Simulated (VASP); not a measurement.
# ZnCu2SnS4 (I-42m) in VASP: further runs

The runs below take ZnCu2SnS4 through single point, with PBEsol+D4, PBEsol, PBEsol+D3(BJ).

All numbers are computed with VASP 6.6.1; they aren't measurements. Logs are shortened: lines on timing, memory, paths and dates and some standing lists are left out, and cuts for length are marked.

### 1 The cell of the first run

It takes space group I-42m (No. 121, tetragonal). The conventional cell has a = 5.337 Å, b = 5.337 Å, c = 10.688 Å, α = 90.00°, β = 90.00°, γ = 90.00°. Sn (site symmetry -42m) has 4 S at 2.43 Å within 3.2 Å. Zn (site symmetry -42m) has 4 S at 2.32 Å within 3.1 Å. Cu (site symmetry -4) has 4 S at 2.25 Å within 3.0 Å. Within 3.0 Å of S (site symmetry m) lie 2 Cu at 2.25 Å and 1 Zn at 2.32 Å and 1 Sn at 2.43 Å.

### 2 Single point, PBEsol+D4

INCAR

```
SYSTEM = ZnCu2SnS4
ALGO = Normal
EDIFF = 1E-6
ENCUT = 520
GGA = PS
ISIF = 2
ISMEAR = -1
IVDW = 13
LASPH = .TRUE.
LCHARG = .TRUE.
LELF = .TRUE.
LREAL = .FALSE.
LVHAR = .TRUE.
LWAVE = .FALSE.
NBANDS = 46
NELM = 60
PREC = Accurate
SIGMA = 0.05
```

KPOINTS

```
k-points
0
G
  7 7 7
  0 0 0
```

POSCAR

```
ZnCu2SnS4
1.0
   -2.6682998794      2.6682998794      5.3439631467
    2.6682998794     -2.6682998794      5.3439631467
    2.6682998794      2.6682998794     -5.3439631467
Sn Zn Cu S
1 1 2 4
Direct
    0.5000000000      0.5000000000      0.0000000000
    0.0000000000      0.0000000000      0.0000000000
    0.7500000000      0.2500000000      0.5000000000
    0.2500000000      0.7500000000      0.5000000000
    0.1053275845      0.1053275845      0.4805138357
    0.6248137488      0.6248137488      0.5194861643
    0.3751862512      0.8946724155      0.0000000000
    0.8946724155      0.3751862512      0.0000000000
```

Potentials or basis: VASP PAW PBE potentials, release 64 (Sn_d, Zn, Cu, S).

On the command line:

```console
$ cat potpaw_PBE.64/Sn_d/POTCAR potpaw_PBE.64/Zn/POTCAR potpaw_PBE.64/Cu/POTCAR potpaw_PBE.64/S/POTCAR > POTCAR
$ mpirun -np 1 vasp_std > vasp.out
```

OUTCAR:

```text
SYSTEM = ZnCu2SnS4
   EDIFF = 1E-6
   ENCUT = 520
   GGA = PS
   ISIF = 2
   ISMEAR = -1
   IVDW = 13
   LASPH = .TRUE.
   LREAL = .FALSE.
   NELM = 60
   PREC = Accurate

 ion  position               nearest neighbor table
   1  0.500  0.500  0.000-   7 2.43   8 2.43   6 2.43   5 2.43
   2  0.000  0.000  0.000-   5 2.32   6 2.32   7 2.32   8 2.32
   3  0.750  0.250  0.500-   7 2.25   6 2.25   8 2.25   5 2.25
   4  0.250  0.750  0.500-   8 2.25   6 2.25   7 2.25   5 2.25
   5  0.105  0.105  0.481-   3 2.25   4 2.25   2 2.32   1 2.43
   6  0.625  0.625  0.519-   3 2.25   4 2.25   2 2.32   1 2.43
   7  0.375  0.895  0.000-   3 2.25   4 2.25   2 2.32   1 2.43
   8  0.895  0.375  0.000-   4 2.25   3 2.25   2 2.32   1 2.43

  LATTYP: Found a body centered tetragonal cell.
 ALAT       =     5.3365997588
 C/A-ratio  =     2.0027595803

  Lattice vectors:

 A1 = (  -2.6682998794,   2.6682998794,   5.3439631467)
 A2 = (   2.6682998794,  -2.6682998794,   5.3439631467)
 A3 = (   2.6682998794,   2.6682998794,  -5.3439631467)

Analysis of symmetry for initial positions (statically):
=====================================================================
 Subroutine PRICEL returns:
 Original cell was already a primitive cell.

 Routine SETGRP: Setting up the symmetry group for a
 body centered tetragonal supercell.

 Subroutine GETGRP returns: Found  8 space group operations
 (whereof  8 operations were pure point group operations)
 out of a pool of 16 trial point group operations.

The static configuration has the point symmetry D_2d.

Analysis of symmetry for dynamics (positions and initial velocities):
=====================================================================
 Subroutine PRICEL returns:
 Original cell was already a primitive cell.

 Routine SETGRP: Setting up the symmetry group for a
 body centered tetragonal supercell.

 Subroutine GETGRP returns: Found  8 space group operations
 (whereof  8 operations were pure point group operations)
 out of a pool of 16 trial point group operations.

The dynamic configuration has the point symmetry D_2d.

 Subroutine INISYM returns: Found  8 space group operations
 (whereof  8 operations are pure point group operations),
 and found     1 'primitive' translations

----------------------------------------------------------------------------------------

                                     Primitive cell

  volume of cell :     152.1923

  direct lattice vectors                    reciprocal lattice vectors
    -2.668299879  2.668299879  5.343963147     0.000000000  0.187385235  0.093563519
     2.668299879 -2.668299879  5.343963147     0.187385235  0.000000000  0.093563519
     2.668299879  2.668299879 -5.343963147     0.187385235  0.187385235  0.000000000

  length of vectors
     6.541986748  6.541986748  6.541986748     0.209445359  0.209445359  0.265002741

  position of ions in fractional coordinates (direct lattice)
     0.500000000  0.500000000  0.000000000
     0.000000000  0.000000000  0.000000000
     0.750000000  0.250000000  0.500000000
     0.250000000  0.750000000  0.500000000
     0.105327585  0.105327585  0.480513836
     0.624813749  0.624813749  0.519486164
     0.375186251  0.894672415  0.000000000
     0.894672415  0.375186251  0.000000000

  ion indices of the primitive-cell ions
   primitive index   ion index
                 1           1
                 2           2
                 3           3
                 4           4
                 5           5
                 6           6
                 7           7
                 8           8

----------------------------------------------------------------------------------------

 KPOINTS: k-points

Automatic generation of k-mesh.
 Grid dimensions read from file:
 generate k-points for:    7    7    7

 Generating k-lattice:

  Cartesian coordinates                     Fractional coordinates (reciprocal lattice)
     0.000000000  0.026769319  0.013366217     0.142857143  0.000000000  0.000000000
     0.026769319  0.000000000  0.013366217     0.000000000  0.142857143  0.000000000
     0.026769319  0.026769319  0.000000000     0.000000000  0.000000000  0.142857143

  Length of vectors
     0.029920766  0.029920766  0.037857534

  Shift w.r.t. Gamma in fractional coordinates (k-lattice)
     0.000000000  0.000000000  0.000000000

 Subroutine IBZKPT returns following result:
 ===========================================

 Found     40 irreducible k-points:

 Following reciprocal coordinates:
            Coordinates               Weight
  0.000000  0.000000  0.000000      1.000000
  0.142857  0.000000 -0.000000      8.000000
  0.285714  0.000000  0.000000      8.000000
  0.428571  0.000000 -0.000000      8.000000
  0.142857  0.142857 -0.000000      8.000000
  0.285714  0.142857 -0.000000     16.000000
[... 16 lines left out ...]
 -0.142857  0.285714  0.142857      8.000000
 -0.428571  0.428571  0.142857      8.000000
 [... further k-points ...]
   k-points           NKPTS =     40   k-points in BZ     NKDIM =     40   number of bands    NBANDS=     46
   number of dos      NEDOS =    301   number of ions     NIONS =      8
   total plane-waves  NPLWV = 125000
   dimension x,y,z NGX =    50 NGY =   50 NGZ =   50
   dimension x,y,z NGXF=   100 NGYF=  100 NGZF=  100
   ions per type =               1   1   2   4
   NGX,Y,Z   is equivalent  to a cutoff of  12.71, 12.71, 12.71 a.u.
   NGXF,Y,Z  is equivalent  to a cutoff of  25.41, 25.41, 25.41 a.u.
 SYSTEM =  ZnCu2SnS4
   PREC   = accura    normal or accurate (medium, high low for compatibility)
   ISTART =      0    job   : 0-new  1-cont  2-samecut
   ICHARG =      2    charge: 1-file 2-atom 10-const
   ISPIN  =      1    spin polarized calculation?
   LNONCOLLINEAR =      F non collinear calculations
   LSORBIT =      F    spin-orbit coupling
   LASPH  =      T    aspherical Exc in radial PAW
   ENCUT  =  520.0 eV  38.22 Ry    6.18 a.u.  12.16 12.16 12.16*2*pi/ulx,y,z
   NELM   =     60;   NELMIN=  2; NELMDL= -5     # of ELM steps
   EDIFF  = 0.1E-05   stopping-criterion for ELM
   LREAL  =      F    real-space projection
   EDIFFG = 0.1E-04   stopping-criterion for IOM
   NSW    =      0    number of steps for IOM
   IBRION =     -1    ionic relax: 0-MD 1-quasi-New 2-CG
   NFREE  =      0    steps in history (QN), initial steepest desc. (CG)
   ISIF   =      2    stress and relaxation
   ISYM   =      2    0-nonsym 1-usesym 2-fastsym
   POTIM  = 0.5000    time-step for ionic-motion
   TEBEG  =    0.0;   TEEND  =   0.0 temperature during run
   PSTRESS=    0.0 pullay stress
   NELECT =      72.0000    total number of electrons
   NUPDOWN=      -1.0000    fix difference up-down
   EMIN   =  10.00;   EMAX   =-10.00  energy-range for DOS
   EFERMI =   0.00;   METHOD = LEGACY
   ISMEAR =    -1;   SIGMA  =   0.05  broadening in eV -4-tet -1-fermi 0-gaus
   EFERMI_NEDOS =   21; number of points for ismear=-14 and -15
   IALGO  =     38    algorithm
   IMIX   =      4    mixing-type and parameters
     AMIX     =   0.40;   BMIX     =  1.00
     AMIX_MAG =   1.60;   BMIX_MAG =  1.00
  volume/ion in A,a.u.               =      19.02       128.38
  Fermi-wavevector in a.u.,A,eV,Ry     =   1.275620  2.410573 22.139497  1.627207
  Thomas-Fermi vector in A             =   2.408322
   LORBIT       =      0    0 simple, 1 ext, 2 COOP (PROOUT), +10 PAW based schemes
   GGA     = PS    functional components
   LHFCALC =     F    Hartree Fock is set to
   AEXX    =    0.0000 exact exchange contribution
   IVDW    =    13    specifies the selected vdW correction
   LEPSILON=     F    determine dielectric tensor
   LRPA    =     F    only Hartree local field effects (RPA)
 non-spin polarized calculation
  energy-cutoff  :      520.00
  volume of cell :      152.19
 maximum number of plane-waves:      4116
 NGX is ok and might be reduce to    50
   NGX = 25   NGY = 25   NGZ = 25

 number of electron      71.9999972 magnetization

 Free energy of the ion-electron system (eV)
  ---------------------------------------------------
  ext. energy  EPLUGINS =         0.00000000
  ---------------------------------------------------
  free energy    TOTEN  =       -35.78349715 eV

  energy without entropy =      -35.78249404  energy(sigma->0) =      -35.78299559

 E-fermi :   5.4893     XC(G=0): -10.2525

 val. band max:        5.4636426942   @ k =   0.0000   0.0000   0.0000
 cond. band min:       5.9841197463   @ k =   0.4286   0.4286  -0.0000
 fundamental gap:      0.5204770522
 Fermi energy:         5.4892556843

 k-point     1 :       0.0000    0.0000    0.0000
  band No.  band energies     occupation
      1     -16.8923      2.00000
      2     -16.8923      2.00000
      3     -16.8783      2.00000
      4     -16.8084      2.00000
      5     -16.7948      2.00000
      6      -9.4880      2.00000
[... 38 lines left out ...]
     45      10.4699      0.00000
     46      12.1255      0.00000

 k-point     2 :       0.1429    0.0000   -0.0000
  band No.  band energies     occupation
      1     -16.8924      2.00000
      2     -16.8923      2.00000
      3     -16.8785      2.00000
      4     -16.8084      2.00000
      5     -16.7946      2.00000
      6      -9.4114      2.00000
[... 38 lines left out ...]
     45      10.6040      0.00000
     46      11.3946      0.00000

 k-point     3 :       0.2857    0.0000    0.0000
  band No.  band energies     occupation
      1     -16.8926      2.00000
      2     -16.8922      2.00000
      3     -16.8787      2.00000
      4     -16.8082      2.00000
      5     -16.7943      2.00000
      6      -9.1940      2.00000
[... 1018 lines left out ...]
     45      11.1597      0.00000
     46      11.6161      0.00000

 k-point    24 :      -0.4286    0.4286    0.1429
  band No.  band energies     occupation
      1     -16.8930      2.00000
      2     -16.8924      2.00000
      3     -16.8795      2.00000
      4     -16.8079      2.00000
      5     -16.7936      2.00000
      6      -8.6377      2.00000
[... 38 lines left out ...]
     45      11.1462      0.00000
     46      11.2450      0.00000

 [... further k-points ...]

------------------------ aborting loop because EDIFF is reached ----------------------------------------

  DFT-D4 for vdW energy calculation

  Edisp (eV):   -1.70863

  FORCE on cell =-STRESS in cart. coord.  units (eV):
  Direction    XX          YY          ZZ          XY          YZ          ZX
  --------------------------------------------------------------------------------------
  -------------------------------------------------------------------------------------
  Total       0.16635     0.16635     0.14058     0.00000     0.00000     0.00000
  in kB       1.75118     1.75118     1.47988     0.00000     0.00000     0.00000
  external pressure =        1.66 kB  Pullay stress =        0.00 kB

 VOLUME and BASIS-vectors are now :
 -----------------------------------------------------------------------------
  energy-cutoff  :      520.00
  volume of cell :      152.19
      direct lattice vectors                 reciprocal lattice vectors
    -2.668299879  2.668299879  5.343963147     0.000000000  0.187385235  0.093563519
     2.668299879 -2.668299879  5.343963147     0.187385235  0.000000000  0.093563519
     2.668299879  2.668299879 -5.343963147     0.187385235  0.187385235  0.000000000

 POSITION                                       TOTAL-FORCE (eV/Angst)
 -----------------------------------------------------------------------------------
      0.00000      0.00000      5.34396        -0.000000      0.000000      0.000000
      0.00000      0.00000      0.00000        -0.000000      0.000000      0.000000
     -0.00000      2.66830      2.67198        -0.000000      0.000000      0.000000
      2.66830     -0.00000      2.67198        -0.000000      0.000000      0.000000
      1.28216      1.28216     -1.44211         0.017264      0.017264      0.029773
      1.38614      1.38614      3.90185        -0.017264     -0.017264      0.029773
      1.38614     -1.38614      6.78608        -0.017264      0.017264     -0.029773
     -1.38614      1.38614      6.78608         0.017264     -0.017264     -0.029773
 -----------------------------------------------------------------------------------
    total drift:                               -0.000012     -0.000012     -0.000005

  FREE ENERGIE OF THE ION-ELECTRON SYSTEM (eV)
  ---------------------------------------------------
  free  energy   TOTEN  =       -37.4921312552 eV

  energy  without entropy=      -37.4911281493  energy(sigma->0) =      -37.49162970
```

It took 4.2 min on 1 thread of Intel Xeon 6975P-C (Granite Rapids), shared host; peak memory 0.51 GiB.

What came out:

```yaml
Free_energy: -37.4921 eV
Pressure: 0.2 GPa
Largest_force: 0.039 eV/Å
Band_gap_on_the_k_mesh: 0.07 eV
Dispersion_energy_per_atom: -0.214 eV
```

Forces on the atoms (eV/Å):
```
Sn   0.000  0.000  0.000
Zn   0.000  0.000  0.000
Cu   0.000  0.000  0.000
Cu   0.000  0.000  0.000
S    0.017  0.017  0.030
S   -0.017 -0.017  0.030
S   -0.017  0.017 -0.030
S    0.017 -0.017 -0.030
```

Caveat: the smearing spreads over this small gap; semilocal functionals underestimate gaps, and a narrow one can read as zero; the PAW data sets were made with another functional, which shifts forces and pressure a little; spin-orbit coupling is left out, which moves the levels of the heavy elements.

### 3 Single point, PBEsol

This run uses another cell than the first one, of 19.41 Å³/atom.

INCAR

```
PREC = Accurate
ENCUT = 520
EDIFF = 1E-6
ISMEAR = -1
SIGMA = 0.05
LREAL = False
LASPH = True
NELM = 100
ALGO = Normal
ISIF = 2
LWAVE = False
LCHARG = False
GGA = PS
NBANDS = 46
```

KPOINTS

```
Automatic mesh
0
Gamma
  7 7 7
```

POSCAR

```
ZnCu2SnS4
1.0
   -2.6860404351      2.6860404351      5.3792391109
    2.6860404351     -2.6860404351      5.3792391109
    2.6860404351      2.6860404351     -5.3792391109
Sn Zn Cu S
1 1 2 4
Direct
    0.5000000000      0.5000000000      0.0000000000
    0.0000000000      0.0000000000      0.0000000000
    0.7500000000      0.2500000000      0.5000000000
    0.2500000000      0.7500000000      0.5000000000
    0.1058517298      0.1058517298      0.4813505214
    0.6245012085      0.6245012085      0.5186494786
    0.3754987915      0.8941482702      0.0000000000
    0.8941482702      0.3754987915      0.0000000000
```

Potentials or basis: VASP PAW PBE potentials, release 64 (Sn_d, Zn, Cu, S).

On the command line:

```console
$ cat potpaw_PBE.64/Sn_d/POTCAR potpaw_PBE.64/Zn/POTCAR potpaw_PBE.64/Cu/POTCAR potpaw_PBE.64/S/POTCAR > POTCAR
$ mpirun -np 1 vasp_std > vasp.out
```

Wall time 4.6 min (1 thread of Intel Xeon 6975P-C (Granite Rapids), shared host); peak memory 0.52 GiB.

Results (log left out):

- Free energy: -35.8033 eV
- Pressure: 0.2 GPa
- Largest force: 0.038 eV/Å
- Band gap on the k mesh: 0.02 eV

Forces on the atoms (eV/Å):
```
Sn   0.000  0.000  0.000
Zn   0.000  0.000  0.000
Cu   0.000  0.000  0.000
Cu   0.000  0.000  0.000
S    0.017  0.017  0.030
S   -0.017 -0.017  0.030
S   -0.017  0.017 -0.030
S    0.017 -0.017 -0.030
```

Levels at points of the mesh, in eV from the valence-band top:
```tsv
k point	band 34	band 35	band 36	band 37	band 38	band 39
(0.00, 0.00, 0.00)	-0.12	0.00	0.00	0.02	1.77	3.01
```

Caveat: the smearing spreads over this small gap; semilocal functionals underestimate gaps, and a narrow one can read as zero; the PAW data sets were made with another functional, which shifts forces and pressure a little; spin-orbit coupling is left out, which moves the levels of the heavy elements.

### 4 Single point, PBEsol+D3(BJ)

This run uses another cell than the first one, of 19.64 Å³/atom.

INCAR

```
ALGO     = Normal         # electronic algorithm
EDIFF    = 1E-7           # SCF threshold, eV
ENCUT    = 520            # plane-wave cutoff, eV
GGA      = PS             # functional
ISIF     = 2              # what is computed and relaxed
ISMEAR   = -1             # smearing method
IVDW     = 12             # dispersion correction
LASPH    = True           # aspherical terms in the spheres
LCHARG   = True           # write CHGCAR
LELF     = True           # ELF
LREAL    = False          # projectors in reciprocal space
LVHAR    = True         
LWAVE    = False          # write WAVECAR
NBANDS   = 46             # bands
NELM     = 60             # most SCF steps
PREC     = Accurate       # precision mode
SIGMA    = 0.05           # smearing width, eV
```

KPOINTS

```
k-points
0
Gamma
  7 7 7
```

POSCAR

```
ZnCu2SnS4
1.0
   -2.6984915400      2.6984915400      5.3955884400
    2.6984915400     -2.6984915400      5.3955884400
    2.6984915400      2.6984915400     -5.3955884400
Sn Zn Cu S
1 1 2 4
Direct
    0.5000000000      0.5000000000      0.0000000000
    0.0000000000      0.0000000000      0.0000000000
    0.7500000000      0.2500000000      0.5000000000
    0.2500000000      0.7500000000      0.5000000000
    0.1087770700      0.1087770700      0.4840744100
    0.6247026600      0.6247026600      0.5159255900
    0.3752973400      0.8912229300      0.0000000000
    0.8912229300      0.3752973400      0.0000000000
```

On the command line:

```console
$ cat potpaw_PBE.64/Sn_d/POTCAR potpaw_PBE.64/Zn/POTCAR potpaw_PBE.64/Cu/POTCAR potpaw_PBE.64/S/POTCAR > POTCAR
$ mpirun -np 1 vasp_std > vasp.out
```

It took 4.2 min on 1 thread of Intel Xeon 6975P-C (Granite Rapids), shared host; peak memory 0.53 GiB.

The run converged. Its results:

```
Free energy                : -38.1644 eV
Pressure                   : -3.0 GPa
Largest force              : 0.164 eV/Å
Band gap on the k mesh     : 0.04 eV
Dispersion energy per atom : -0.296 eV
```

Forces in eV/Å, atoms in the order of the input:
```
Sn   0.000  0.000  0.000
Zn   0.000  0.000  0.000
Cu   0.000  0.000  0.000
Cu   0.000  0.000  0.000
S   -0.047 -0.047 -0.150
S    0.047  0.047 -0.150
S    0.047 -0.047  0.150
S   -0.047  0.047  0.150
```

Stress tensor (GPa, compression positive):
```
-3.11  0.00  0.00
 0.00 -3.11  0.00
 0.00  0.00 -2.92
```

Levels at points of the mesh, in eV from the valence-band top:
| k point | band 32 | band 33 | band 34 | band 35 | band 36 | band 37 | band 38 | band 39 | band 40 | band 41 |
| --- | --- | --- | --- | --- | --- | --- | --- | --- | --- | --- |
| (0.00, 0.00, 0.00) | -1.78 | -1.69 | -0.15 | 0.00 | 0.00 | 0.04 | 1.80 | 3.03 | 3.57 | 3.57 |

Caveat: three body term missing; the cell stands under tension; the smearing spreads over this small gap; semilocal functionals underestimate gaps, and a narrow one can read as zero; the PAW data sets were made with another functional, which shifts forces and pressure a little; spin-orbit coupling is left out, which moves the levels of the heavy elements.

### 5 Summary

| level | cell | gap on the mesh (eV) | pressure (GPa) | largest force (eV/Å) |
| --- | --- | --- | --- | --- |
| PBEsol+D4 | a = 6.542 Å, angles 131.9, 131.9, 70.5°, 8 atoms, atomic positions A | 0.07 | 0.2 | 0.04 |
| PBEsol | a = 6.585 Å, angles 131.9, 131.9, 70.5°, 8 atoms, atomic positions B | 0.02 | 0.2 | 0.04 |
| PBEsol+D3(BJ) | a = 6.609 Å, angles 131.8, 131.8, 70.5°, 8 atoms, atomic positions C | 0.04 | -3.0 | 0.16 |

Alike in all rows: task single point; potentials or basis VASP PAW PBE potentials, release 64 (Sn_d, Zn, Cu, S); no spin polarisation; k mesh 7 × 7 × 7; cutoff (eV) 520; smearing fermi-dirac 0.05 eV.

Caveats: the smearing spreads over this small gap; semilocal functionals underestimate gaps, and a narrow one can read as zero; the PAW data sets were made with another functional, which shifts forces and pressure a little; spin-orbit coupling is left out, which moves the levels of the heavy elements; three body term missing (at least some runs); the cell stands under tension (at least some runs).

Total energies depend on the potentials used, so only differences within one code and one set of settings carry meaning.

The gap in the log of VASP goes by the Fermi energy; the results here count the filled bands.